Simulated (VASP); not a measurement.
# Hf (Fm-3m) in VASP: a series of runs

The runs below take Hf through single point, with r2SCAN.

Everything below comes from runs of VASP 6.6.1. Logs are shortened: lines on timing, memory, paths and dates and some standing lists are left out, and cuts for length are marked.

## Step 1: The cell of the first run

It takes space group Fm-3m (No. 225, cubic). The conventional cell has a = 4.363 Å, b = 4.363 Å, c = 4.363 Å, α = 90.00°, β = 90.00°, γ = 90.00°. Hf (site symmetry m-3m) has 12 Hf at 3.09 Å within 4.1 Å.

This isn't the form of Hf at room conditions, which is hcp.

## Step 2: Single point, r2SCAN

POSCAR

```
Hf
1.0
    0.0000000000      2.1814328702      2.1814328702
    2.1814328702      0.0000000000      2.1814328702
    2.1814328702      2.1814328702      0.0000000000
Hf
1
Direct
    0.0000000000      0.0000000000      0.0000000000
```

INCAR.step1

```
PREC = Accurate
ENCUT = 520
ISMEAR = -1
SIGMA = 0.1
LREAL = False
LASPH = True
NELM = 60
NBANDS = 11
GGA = PE
ALGO = Normal
EDIFF = 1E-4
LWAVE = True
LCHARG = False
```

INCAR.step2

```
PREC = Accurate
ENCUT = 520
EDIFF = 1E-7
ISMEAR = -1
SIGMA = 0.1
LREAL = False
LASPH = True
NELM = 60
ALGO = Normal
ISIF = 2
LWAVE = False
LCHARG = True
METAGGA = R2SCAN
LMIXTAU = True
LELF = True
LVHAR = True
NBANDS = 11
ISTART = 1
```

KPOINTS

```
Automatic mesh
0
Gamma
  13 13 13
```

Potentials or basis: VASP PAW PBE potentials, release 64 (Hf_pv).

The run is started by

```sh
$ cat potpaw_PBE.64/Hf_pv/POTCAR > POTCAR
$ cp INCAR.step1 INCAR
$ mpirun -np 1 vasp_std > vasp.out
$ cp INCAR.step2 INCAR
$ mpirun -np 1 vasp_std > vasp.out
```

OUTCAR:

```text
PREC = Accurate
   ENCUT = 520
   EDIFF = 1E-7
   ISMEAR = -1
   LREAL = False
   LASPH = True
   NELM = 60
   ISIF = 2
   METAGGA = R2SCAN
   ISTART = 1

 ion  position               nearest neighbor table
   1  0.000  0.000  0.000-

  LATTYP: Found a face centered cubic cell.
 ALAT       =     4.3628657404

  Lattice vectors:

 A1 = (   0.0000000000,   2.1814328702,   2.1814328702)
 A2 = (   2.1814328702,   0.0000000000,   2.1814328702)
 A3 = (   2.1814328702,   2.1814328702,   0.0000000000)

Analysis of symmetry for initial positions (statically):
=====================================================================
 Subroutine PRICEL returns:
 Original cell was already a primitive cell.

 Routine SETGRP: Setting up the symmetry group for a
 face centered cubic supercell.

 Subroutine GETGRP returns: Found 48 space group operations
 (whereof 48 operations were pure point group operations)
 out of a pool of 48 trial point group operations.

The static configuration has the point symmetry O_h .

Analysis of symmetry for dynamics (positions and initial velocities):
=====================================================================
 Subroutine PRICEL returns:
 Original cell was already a primitive cell.

 Routine SETGRP: Setting up the symmetry group for a
 face centered cubic supercell.

 Subroutine GETGRP returns: Found 48 space group operations
 (whereof 48 operations were pure point group operations)
 out of a pool of 48 trial point group operations.

The dynamic configuration has the point symmetry O_h .

 Subroutine INISYM returns: Found 48 space group operations
 (whereof 48 operations are pure point group operations),
 and found     1 'primitive' translations

----------------------------------------------------------------------------------------

                                     Primitive cell

  volume of cell :      20.7613

  direct lattice vectors                    reciprocal lattice vectors
     0.000000000  2.181432870  2.181432870    -0.229207145  0.229207145  0.229207145
     2.181432870  0.000000000  2.181432870     0.229207145 -0.229207145  0.229207145
     2.181432870  2.181432870  0.000000000     0.229207145  0.229207145 -0.229207145

  length of vectors
     3.085011950  3.085011950  3.085011950     0.396998420  0.396998420  0.396998420

  position of ions in fractional coordinates (direct lattice)
     0.000000000  0.000000000  0.000000000

  ion indices of the primitive-cell ions
   primitive index   ion index
                 1           1

----------------------------------------------------------------------------------------

 KPOINTS: Automatic mesh

Automatic generation of k-mesh.
 Grid dimensions read from file:
 generate k-points for:   13   13   13

 Generating k-lattice:

  Cartesian coordinates                     Fractional coordinates (reciprocal lattice)
    -0.017631319  0.017631319  0.017631319     0.076923077  0.000000000  0.000000000
     0.017631319 -0.017631319  0.017631319     0.000000000  0.076923077  0.000000000
     0.017631319  0.017631319 -0.017631319     0.000000000  0.000000000  0.076923077

  Length of vectors
     0.030538340  0.030538340  0.030538340

  Shift w.r.t. Gamma in fractional coordinates (k-lattice)
     0.000000000  0.000000000  0.000000000

 Subroutine IBZKPT returns following result:
 ===========================================

 Found     84 irreducible k-points:

 Following reciprocal coordinates:
            Coordinates               Weight
  0.000000  0.000000  0.000000      1.000000
  0.076923  0.000000  0.000000      8.000000
  0.153846  0.000000  0.000000      8.000000
  0.230769  0.000000  0.000000      8.000000
  0.307692  0.000000  0.000000      8.000000
  0.384615  0.000000  0.000000      8.000000
[... 16 lines left out ...]
  0.384615  0.153846  0.000000     24.000000
  0.461538  0.153846  0.000000     24.000000
 [... further k-points ...]
   k-points           NKPTS =     84   k-points in BZ     NKDIM =     84   number of bands    NBANDS=     11
   number of dos      NEDOS =    301   number of ions     NIONS =      1
   total plane-waves  NPLWV =  13824
   dimension x,y,z NGX =    24 NGY =   24 NGZ =   24
   dimension x,y,z NGXF=    48 NGYF=   48 NGZF=   48
   ions per type =               1
   NGX,Y,Z   is equivalent  to a cutoff of  12.93, 12.93, 12.93 a.u.
   NGXF,Y,Z  is equivalent  to a cutoff of  25.87, 25.87, 25.87 a.u.
 SYSTEM =  unknown system
   PREC   = accura    normal or accurate (medium, high low for compatibility)
   ISTART =      1    job   : 0-new  1-cont  2-samecut
   ICHARG =      0    charge: 1-file 2-atom 10-const
   ISPIN  =      1    spin polarized calculation?
   LNONCOLLINEAR =      F non collinear calculations
   LSORBIT =      F    spin-orbit coupling
   LASPH  =      T    aspherical Exc in radial PAW
   ENCUT  =  520.0 eV  38.22 Ry    6.18 a.u.   5.74  5.74  5.74*2*pi/ulx,y,z
   NELM   =     60;   NELMIN=  2; NELMDL=  0     # of ELM steps
   EDIFF  = 0.1E-06   stopping-criterion for ELM
   LREAL  =      F    real-space projection
   EDIFFG = 0.1E-05   stopping-criterion for IOM
   NSW    =      0    number of steps for IOM
   IBRION =     -1    ionic relax: 0-MD 1-quasi-New 2-CG
   NFREE  =      0    steps in history (QN), initial steepest desc. (CG)
   ISIF   =      2    stress and relaxation
   ISYM   =      2    0-nonsym 1-usesym 2-fastsym
   POTIM  = 0.5000    time-step for ionic-motion
   TEBEG  =    0.0;   TEEND  =   0.0 temperature during run
   PSTRESS=    0.0 pullay stress
   NELECT =      10.0000    total number of electrons
   NUPDOWN=      -1.0000    fix difference up-down
   EMIN   =  10.00;   EMAX   =-10.00  energy-range for DOS
   EFERMI =   0.00;   METHOD = LEGACY
   ISMEAR =    -1;   SIGMA  =   0.10  broadening in eV -4-tet -1-fermi 0-gaus
   EFERMI_NEDOS =   21; number of points for ismear=-14 and -15
   IALGO  =     38    algorithm
   IMIX   =      4    mixing-type and parameters
     AMIX     =   0.40;   BMIX     =  1.00
     AMIX_MAG =   1.60;   BMIX_MAG =  1.00
  volume/ion in A,a.u.               =      20.76       140.10
  Fermi-wavevector in a.u.,A,eV,Ry     =   1.283285  2.425056 22.406337  1.646819
  Thomas-Fermi vector in A             =   2.415546
   LORBIT       =      0    0 simple, 1 ext, 2 COOP (PROOUT), +10 PAW based schemes
   METAGGA = R2SCAN    functional components
   LHFCALC =     F    Hartree Fock is set to
   AEXX    =    0.0000 exact exchange contribution
   IVDW    =     0    specifies the selected vdW correction
   LEPSILON=     F    determine dielectric tensor
   LRPA    =     F    only Hartree local field effects (RPA)
 non-spin polarized calculation
  energy-cutoff  :      520.00
  volume of cell :       20.76
 maximum number of plane-waves:       571
   NGX = 11   NGY = 11   NGZ = 11

 number of electron      10.0000001 magnetization

 Free energy of the ion-electron system (eV)
  ---------------------------------------------------
  ext. energy  EPLUGINS =         0.00000000
  ---------------------------------------------------
  free energy    TOTEN  =       -45.04652116 eV

  energy without entropy =      -45.00607136  energy(sigma->0) =      -45.02629626

 E-fermi :   5.1450     XC(G=0): -12.5533

 val. band max:        5.1235306868   @ k =  -0.2308   0.0769   0.0000
 cond. band min:       5.1463763687   @ k =  -0.1538   0.1538   0.0000
 fundamental gap:      0.0228456818
 Fermi energy:         5.1449526028

 k-point     1 :       0.0000    0.0000    0.0000
  band No.  band energies     occupation
      1     -25.6855      2.00000
      2     -25.6855      2.00000
      3     -25.6855      2.00000
      4      -2.6645      2.00000
      5       6.7754      0.00000
      6       6.7754      0.00000
      7       6.7755      0.00000
      8      10.0486      0.00000
      9      10.0486      0.00000
     10      17.2219      0.00000
     11      17.4007      0.00000

 k-point     2 :       0.0769    0.0000    0.0000
  band No.  band energies     occupation
      1     -25.7523      2.00000
      2     -25.6936      2.00000
      3     -25.6936      2.00000
      4      -2.4305      2.00000
      5       6.5227      0.00000
      6       6.8860      0.00000
      7       6.8860      0.00000
      8       9.9189      0.00000
      9       9.9189      0.00000
     10      17.4006      0.00000
     11      17.7526      0.00000

 k-point     3 :       0.1538    0.0000    0.0000
  band No.  band energies     occupation
      1     -25.9337      2.00000
      2     -25.7159      2.00000
      3     -25.7159      2.00000
      4      -1.7707      2.00000
      5       5.9431      0.00068
      6       7.1276      0.00000
      7       7.1276      0.00000
      8       9.7058      0.00000
      9       9.7059      0.00000
     10      17.4006      0.00000
     11      18.7069      0.00000

 k-point     4 :       0.2308    0.0000    0.0000
  band No.  band energies     occupation
      1     -26.1812      2.00000
      2     -25.7473      2.00000
      3     -25.7472      2.00000
      4      -0.8195      2.00000
      5       5.3707      0.18950
      6       7.2165      0.00000
      7       7.2165      0.00000
      8       9.8464      0.00000
      9       9.8464      0.00000
     10      17.4004      0.00000
     11      17.7492      0.00000
[... 239 lines left out ...]
 k-point    22 :       0.3077    0.1538    0.0000
  band No.  band energies     occupation
      1     -26.2953      2.00000
      2     -25.8463      2.00000
      3     -25.8422      2.00000
      4       0.1974      2.00000
      5       4.6080      1.99073
      6       6.6012      0.00000
      7       7.9047      0.00000
      8       9.3414      0.00000
      9      11.2178      0.00000
     10      17.4004      0.00000
     11      18.9688      0.00000

 k-point    23 :       0.3846    0.1538    0.0000
  band No.  band energies     occupation
      1     -26.4903      2.00000
      2     -25.8939      2.00000
      3     -25.8719      2.00000
      4       1.1288      2.00000
      5       4.4843      1.99730
      6       6.0638      0.00020
      7       7.7073      0.00000
      8      10.5945      0.00000
      9      11.9630      0.00000
     10      17.3987      0.00000
     11      17.6490      0.00000

 k-point    24 :       0.4615    0.1538    0.0000
  band No.  band energies     occupation
      1     -26.6292      2.00000
      2     -25.9462      2.00000
      3     -25.8805      2.00000
      4       1.7401      2.00000
      5       4.6005      1.99140
      6       5.9278      0.00080
      7       7.4450      0.00000
      8      11.9536      0.00000
      9      12.4648      0.00000
     10      16.1847      0.00000
     11      17.4011      0.00000

 [... further k-points ...]

------------------------ aborting loop because EDIFF is reached ----------------------------------------

  FORCE on cell =-STRESS in cart. coord.  units (eV):
  Direction    XX          YY          ZZ          XY          YZ          ZX
  --------------------------------------------------------------------------------------
  -------------------------------------------------------------------------------------
  Total        1.1299048      1.1299048      1.1299048     -0.0000000      0.0000000      0.0000000
  in kB       87.1960607     87.1960607     87.1960607     -0.0000000      0.0000000      0.0000000
  external PRESSURE =      87.1960607 kB  Pullay stress =       0.0000000 kB

 VOLUME and BASIS-vectors are now :
 -----------------------------------------------------------------------------
  energy-cutoff  :      520.00
  volume of cell :       20.76
      direct lattice vectors                 reciprocal lattice vectors
     0.000000000  2.181432870  2.181432870    -0.229207145  0.229207145  0.229207145
     2.181432870  0.000000000  2.181432870     0.229207145 -0.229207145  0.229207145
     2.181432870  2.181432870  0.000000000     0.229207145  0.229207145 -0.229207145

 POSITION                                       TOTAL-FORCE (eV/Angst)
 -----------------------------------------------------------------------------------
      0.00000      0.00000      0.00000         0.000000      0.000000      0.000000
 -----------------------------------------------------------------------------------
    total drift:                                0.000000      0.000000     -0.000000

  FREE ENERGIE OF THE ION-ELECTRON SYSTEM (eV)
  ---------------------------------------------------
  free  energy   TOTEN  =       -45.0465211626 eV

  energy  without entropy=      -45.0060713599  energy(sigma->0) =      -45.02629626
```

It took 71 s on 1 thread of Intel Xeon 8259CL, shared host; peak memory 0.16 GiB.

What came out:

| Property | Result |
| --- | --- |
| Free energy | -45.0465 eV |
| Pressure | 8.7 GPa |
| Band gap on the k mesh | zero (bands 5 and 6 overlap by 2.26 eV) |

Levels at points of the mesh, in eV from the Fermi level:
| k point | band 1 | band 2 | band 3 | band 4 | band 5 | band 6 | band 7 | band 8 | band 9 | band 10 |
| --- | --- | --- | --- | --- | --- | --- | --- | --- | --- | --- |
| (0.00, 0.00, 0.00) | -30.83 | -30.83 | -30.83 | -7.81 | 1.63 | 1.63 | 1.63 | 4.90 | 4.90 | 12.08 |

Caveat: the cell stands under pressure; the PAW data sets were made with another functional, which shifts forces and pressure a little; spin-orbit coupling is left out, which moves the levels of the heavy elements.

## Step 3: Single point, r2SCAN

This run uses another cell than the first one, of 21.44 Å³/atom.

POSCAR

```
Hf
1.0
    0.0000000000      2.2048909363      2.2048909363
    2.2048909363      0.0000000000      2.2048909363
    2.2048909363      2.2048909363      0.0000000000
Hf
1
Direct
    0.0000000000      0.0000000000      0.0000000000
```

INCAR.step1

```
SYSTEM = Hf
PREC = Accurate
ENCUT = 520
ISMEAR = -1
SIGMA = 0.1
LREAL = .False.
LASPH = .True.
NELM = 100
NBANDS = 11
GGA = PE
ALGO = Normal
EDIFF = 1E-4
LWAVE = .True.
LCHARG = .False.
```

INCAR.step2

```
SYSTEM = Hf
PREC = Accurate
ENCUT = 520
EDIFF = 1E-6
ISMEAR = -1
SIGMA = 0.1
LREAL = .False.
LASPH = .True.
NELM = 100
ALGO = Normal
ISIF = 2
LWAVE = .False.
LCHARG = .False.
METAGGA = R2SCAN
LMIXTAU = .True.
NBANDS = 11
ISTART = 1
```

KPOINTS

```
Automatic mesh
0
Gamma
  13 13 13
  0 0 0
```

Potentials or basis: VASP PAW PBE potentials, release 64 (Hf_pv).

The run is started by

```sh
$ cat potpaw_PBE.64/Hf_pv/POTCAR > POTCAR
$ cp INCAR.step1 INCAR
$ mpirun -np 1 vasp_std > vasp.out
$ cp INCAR.step2 INCAR
$ mpirun -np 1 vasp_std > vasp.out
```

Wall time 74 s (1 thread of Intel Xeon 8259CL, shared host); peak memory 0.15 GiB.

Results (log left out):

```yaml
Free_energy: -45.0747 eV
Pressure: 4.7 GPa
Band_gap_on_the_k_mesh: zero (bands 5 and 6 overlap by 2.23 eV)
```

Levels at points of the mesh, in eV from the Fermi level:
```
           k point  band 3  band 4  band 5  band 6  band 7  band 8
(0.00, 0.00, 0.00)  -30.95   -7.70    1.62    1.62    1.62    4.77
```

Caveat: the cell stands under pressure; the PAW data sets were made with another functional, which shifts forces and pressure a little; spin-orbit coupling is left out, which moves the levels of the heavy elements.

## Step 4: Single point, r2SCAN

This run uses another cell than the first one, of 21.44 Å³/atom.

POSCAR is that of step 3.

INCAR.step1

```
PREC = Accurate
ENCUT = 520
ISMEAR = -1
SIGMA = 0.1
LREAL = False
LASPH = True
NELM = 80
NBANDS = 11
GGA = PE
ALGO = Normal
EDIFF = 1E-4
LWAVE = True
LCHARG = False
```

INCAR.step2

```
PREC = Accurate
ENCUT = 520
EDIFF = 1E-6
ISMEAR = -1
SIGMA = 0.1
LREAL = False
LASPH = True
NELM = 80
ALGO = Normal
ISIF = 2
LWAVE = False
LCHARG = False
METAGGA = R2SCAN
LMIXTAU = True
NBANDS = 11
ISTART = 1
```

KPOINTS

```
regular mesh
0
Gamma
  13 13 13
```

The run is started by

```sh
$ cat potpaw_PBE.64/Hf_pv/POTCAR > POTCAR
$ cp INCAR.step1 INCAR
$ mpirun -np 1 vasp_std > vasp.out
$ cp INCAR.step2 INCAR
$ mpirun -np 1 vasp_std > vasp.out
```

It took 78 s on 1 thread of Intel Xeon 8259CL, shared host; peak memory 0.16 GiB.

It converged, with:

```
Free energy            : -45.0747 eV
Pressure               : 4.7 GPa
Band gap on the k mesh : zero (bands 5 and 6 overlap by 2.23 eV)
```

Levels at points of the mesh, in eV from the Fermi level:
```tsv
k point	band 3	band 4	band 5	band 6	band 7	band 8
(0.00, 0.00, 0.00)	-30.95	-7.70	1.62	1.62	1.62	4.77
```

Caveat: the cell stands under pressure; the PAW data sets were made with another functional, which shifts forces and pressure a little; spin-orbit coupling is left out, which moves the levels of the heavy elements.

## Step 5: Single point, r2SCAN

This run uses another cell than the first one, of 22.12 Å³/atom.

POSCAR

```
Hf
1.0
    0.0000000000      2.2278602032      2.2278602032
    2.2278602032      0.0000000000      2.2278602032
    2.2278602032      2.2278602032      0.0000000000
Hf
1
Direct
    0.0000000000      0.0000000000      0.0000000000
```

INCAR.step1

```
SYSTEM = Hf
  PREC = Accurate
  ENCUT = 520
  ISMEAR = -1
  SIGMA = 0.1
  LREAL = .False.
  LASPH = .True.
  NELM = 80
  NBANDS = 11
  GGA = PE
  ALGO = Normal
  EDIFF = 1E-4
  LWAVE = .True.
  LCHARG = .False.
```

INCAR.step2

```
SYSTEM = Hf
  PREC = Accurate
  ENCUT = 520
  EDIFF = 1E-6
  ISMEAR = -1
  SIGMA = 0.1
  LREAL = .False.
  LASPH = .True.
  NELM = 80
  ALGO = Normal
  ISIF = 2
  LWAVE = .False.
  LCHARG = .False.
  METAGGA = R2SCAN
  LMIXTAU = .True.
  NBANDS = 11
  ISTART = 1
```

KPOINTS

```
regular mesh
0
Gamma
  13 13 13
  0 0 0
```

The run is started by

```sh
$ cat potpaw_PBE.64/Hf_pv/POTCAR > POTCAR
$ cp INCAR.step1 INCAR
$ mpirun -np 1 vasp_std > vasp.out
$ cp INCAR.step2 INCAR
$ mpirun -np 1 vasp_std > vasp.out
```

Wall time 82 s (1 thread of Intel Xeon 8259CL, shared host); peak memory 0.16 GiB.

It converged, with:

```yaml
Free_energy: -45.0869 eV
Pressure: 1.1 GPa
Band_gap_on_the_k_mesh: zero (bands 5 and 6 overlap by 2.20 eV)
```

Levels at points of the mesh, in eV from the Fermi level:
```tsv
k point	band 3	band 4	band 5	band 6	band 7	band 8
(0.00, 0.00, 0.00)	-31.07	-7.60	1.61	1.61	1.61	4.65
```

Caveat: the PAW data sets were made with another functional, which shifts forces and pressure a little; spin-orbit coupling is left out, which moves the levels of the heavy elements.

## Step 6: The runs side by side

| cell | gap on the mesh (eV) | pressure (GPa) |
| --- | --- | --- |
| a = 3.085 Å, angles 60.0°, 1 atom | none | 8.7 |
| a = 3.118 Å, angles 60.0°, 1 atom | none | 4.7 |
| a = 3.151 Å, angles 60.0°, 1 atom | none | 1.1 |

Alike in all rows: task single point; level r2SCAN; potentials or basis VASP PAW PBE potentials, release 64 (Hf_pv); no spin polarisation; k mesh 13 × 13 × 13; cutoff (eV) 520; smearing fermi-dirac 0.1 eV.

Caveats: the PAW data sets were made with another functional, which shifts forces and pressure a little; spin-orbit coupling is left out, which moves the levels of the heavy elements; the cell stands under pressure (at least some runs).

Absolute energies hang on the potentials; compare differences alone.
